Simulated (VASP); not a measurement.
Set up this calculation in VASP 6.6.1, as the native input.

```yaml
Task: single point
Functional: LDA
Potentials_or_basis: VASP PAW LDA potentials, release 64 (In_d, As)
Cutoff: 520 eV
k_mesh: 8 × 8 × 8
Occupations: fermi-dirac, width 0.05 eV
Spin: no spin polarisation
Dipole_correction: no
Further_INCAR_settings: ALGO = Normal; EDIFF = 1e-07; NBANDS = 16
```

The structure of InAs lies in POSCAR:

```
InAs
1.0
    0.0000000000      2.8963595487      2.8963595487
    2.8963595487      0.0000000000      2.8963595487
    2.8963595487      2.8963595487      0.0000000000
In As
1 1
Direct
    0.5000000000      0.5000000000      0.5000000000
    0.0000000000      0.0000000000      0.0000000000
```

This cell differs from its parent crystal: volume scaled by 1.02.

The input as run:

INCAR

```
PREC     = Accurate       # precision mode
ENCUT    = 520            # plane-wave cutoff, eV
EDIFF    = 1E-7           # SCF threshold, eV
ISMEAR   = -1             # smearing method
SIGMA    = 0.05           # smearing width, eV
LREAL    = F              # projectors in reciprocal space
LASPH    = T              # aspherical terms in the spheres
NELM     = 80             # most SCF steps
ALGO     = Normal         # electronic algorithm
ISIF     = 2              # what is computed and relaxed
LWAVE    = F              # write WAVECAR
LCHARG   = T              # write CHGCAR
GGA      = CA             # functional
LELF     = T              # ELF
LVHAR    = T            
NBANDS   = 16             # bands
```

KPOINTS

```
Automatic mesh
0
Gamma
  8 8 8
```

Potentials or basis: VASP PAW LDA potentials, release 64 (In_d, As).

Run with:

```bash
$ cat potpaw_LDA.64/In_d/POTCAR potpaw_LDA.64/As/POTCAR > POTCAR
$ mpirun -np 1 vasp_std > vasp.out
```

Results of the run:

```yaml
Pressure: -5.9 GPa
Band_gap_on_the_k_mesh: zero (band 9 reaches 5.88 eV, above the bottom of band 10 at 3.37 eV)
```

Caveat: spin-orbit coupling is left out, which moves the levels of the heavy elements.

Wall time 37 s on 1 thread of AMD EPYC 7R13 (shared host), peak memory 0.16 GiB.
